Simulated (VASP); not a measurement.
A run of VASP 6.6.1 is set up as follows.

Contents of POSCAR:

```
GaSb
1.0
    0.0000000000      3.0590000000      3.0590000000
    3.0131150000      0.0000000000      3.0590000000
    3.0131150000      3.0590000000      0.0000000000
Ga Sb
1 1
Direct
    0.0000000000      0.0000000000      0.0000000000
    0.7500000000      0.7500000000      0.7500000000
```

Contents of INCAR.step1:

```
PREC = Accurate
ENCUT = 520
ISMEAR = 0
SIGMA = 0.05
LREAL = F
LASPH = T
NELM = 60
NBANDS = 16
GGA = PE
ALGO = Normal
EDIFF = 1E-4
LWAVE = T
LCHARG = F
```

Contents of INCAR.step2:

```
PREC = Accurate
ENCUT = 520
EDIFF = 1E-6
ISMEAR = 0
SIGMA = 0.05
LREAL = F
LASPH = T
NELM = 60
ALGO = Normal
ISIF = 2
LWAVE = F
LCHARG = T
METAGGA = R2SCAN
LMIXTAU = T
LELF = T
LVHAR = T
NBANDS = 16
ISTART = 1
```

File KPOINTS:

```
Automatic mesh
0
Gamma
  10 10 10
```

Potentials or basis: VASP PAW PBE potentials, release 64 (Ga_d, Sb).

The run is started by

```bash
$ cat potpaw_PBE.64/Ga_d/POTCAR potpaw_PBE.64/Sb/POTCAR > POTCAR
$ cp INCAR.step1 INCAR
$ mpirun -np 1 vasp_std > vasp.out
$ cp INCAR.step2 INCAR
$ mpirun -np 1 vasp_std > vasp.out
```

(1) What does it give for the band gap on the k mesh?

(2) Estimate the pressure.

Results:

(1) 0.50 eV.

(2) 1.3 GPa.

Caveat: the cell differs from its parent crystal (strain -0.0150 x Voigt [1, 0, 0, 0, 0, 0]); the PAW data sets were made with another functional, which shifts forces and pressure a little; spin-orbit coupling is left out, which moves the levels of the heavy elements.
